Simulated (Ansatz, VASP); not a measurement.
**Ir in VASP and in Ansatz**

```
Ir
1.0
     2.75138    0.00000    0.00000
    -1.37569    2.38276    0.00000
     0.00000    0.00000    4.46229
Ir
2
Direct
  0.33333 0.66667 0.25000
  0.66667 0.33333 0.75000
```

Alike in both runs: functional PBEsol; k mesh 8 × 8 × 5; occupations fermi-dirac, width 0.05 eV; non-collinear spin, spin-orbit coupling.

|  | VASP | Ansatz |
| --- | --- | --- |
| version | VASP 6.6.1 | Ansatz 0.2.0 |
| potentials or method | VASP PAW PBE potentials, release 64 (Ir) | Ansatz PAW |
| plane-wave cutoff (eV) | 520 | 420 |
| valence electrons in the cell | 18 | 34 |
| task | single point | band structure |

|  | VASP | Ansatz | Ansatz less VASP |
| --- | --- | --- | --- |
| pressure (GPa) | -9.9 | -11.0 | -1.17 |
| traceless stress, the component that is largest in VASP (GPa) | -0.11 | -0.21 | -0.096 |
| net moment per atom (μB) | 0.00 | 0.00 | 0.000 |

VASP's potentials were made for PBE, not for PBEsol. With one functional, cell and mesh, what is left measures potentials, basis and numerics. VASP's potentials hold 18 valence electrons a cell and Ansatz's 34, so a difference there can come from the potentials and not from the codes.
